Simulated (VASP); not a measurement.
The system is GaCuSe2.

```xyz
4
Lattice="3.9313 0.0000 0.0000 0.0000 3.9313 0.0000 0.0000 0.0000 5.5598" Properties=species:S:1:pos:R:3 pbc="T T T"
Cu    0.0000    0.0000    0.0000
Se    0.0000    1.9657    1.3899
Se    1.9657    0.0000    4.1698
Ga    1.9657    1.9657    2.7799
```

```yaml
Program: VASP 6.6.1
Task: relaxation of cell and atoms
Functional: PBEsol
Potentials_or_basis: VASP PAW PBE potentials, release 64 (Cu, Se, Ga_d)
Cutoff: 600 eV
k_mesh: 6 × 6 × 4
Occupations: fermi-dirac, width 0.03 eV
Spin: no spin polarisation
```

At the start: pressure 0.5 GPa; volume 21.48 Å³/atom.

Question: Where does the relaxation end?

Answer: Over 9 steps the energy falls by 11.2 meV/atom and the volume is 21.54 Å³/atom (+0.3 %); space group P-4m2 (No. 115, to 0.1 Å) before and after.

Step by step:
```
step  energy change (eV)  largest force (eV/Å)  pressure (GPa)  volume (Å³)
   1              0.0000                0.7073            0.48        85.93
   2             -0.0359                0.2988           -0.32        86.73
   3             -0.0418                0.0747           -0.78        87.19
   4             -0.0443                0.0092            0.30        85.80
   5             -0.0447                0.0154            0.04        86.18
   6             -0.0447                0.0166            0.00        86.20
   7             -0.0447                0.0096           -0.03        86.22
   8             -0.0447                0.0026           -0.07        86.24
   9             -0.0448                0.0052            0.01        86.18
```

Final structure:
```
Cu Se Ga
1.0
     3.92711    0.00000    0.00000
     0.00000    3.92711    0.00000
     0.00000    0.00000    5.58803
Cu Se Ga
1 2 1
Cartesian
  0.0000 0.0000 0.0000
  0.0000 1.9636 1.3348
  1.9636 0.0000 4.2532
  1.9636 1.9636 2.7940
```

Caveat: the PAW data sets were made with another functional, which shifts forces and pressure a little.
